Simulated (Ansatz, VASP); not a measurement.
One calculation of Sc2Al, two programs

```xyz
6
Lattice="4.8926 0.0000 0.0000 -2.4463 4.2371 0.0000 0.0000 0.0000 6.1614" Properties=species:S:1:pos:R:3 pbc="T T T"
Sc    0.0000    0.0000    0.0000
Sc    0.0000    0.0000    3.0807
Sc    0.0000    2.8248    4.6211
Sc    2.4463    1.4124    1.5404
Al    0.0000    2.8248    1.5404
Al    2.4463    1.4124    4.6211
```

Alike in both runs: task single point; functional PBEsol; k mesh 12 × 12 × 8; occupations gaussian, width 0.1 eV; no spin polarisation.

|  | VASP | Ansatz |
| --- | --- | --- |
| version | VASP 6.6.1 | Ansatz 0.2.0 |
| potentials or method | VASP PAW PBE potentials, release 64 (Sc_sv, Al), cutoff 520 eV | scalar-relativistic, plane waves, PAW |
| valence electrons in the cell | 50 | 50 |

VASP gave:

```
gap on the k mesh at the Fermi level (eV)                     : none
pressure (GPa)                                                : -2.0
traceless stress, the component that is largest in VASP (GPa) : -0.05
```

Task: Which values does Ansatz return?

Result: gap on the k mesh at the Fermi level (eV): none; pressure (GPa): -2.0; traceless stress, the component that is largest in VASP (GPa): -0.03.

VASP's potentials were made for PBE, not for PBEsol. A gap of «none» marks a metal or a gap that the smearing closes. The functional is the same, so the differences come from potentials, cutoffs and numerics.
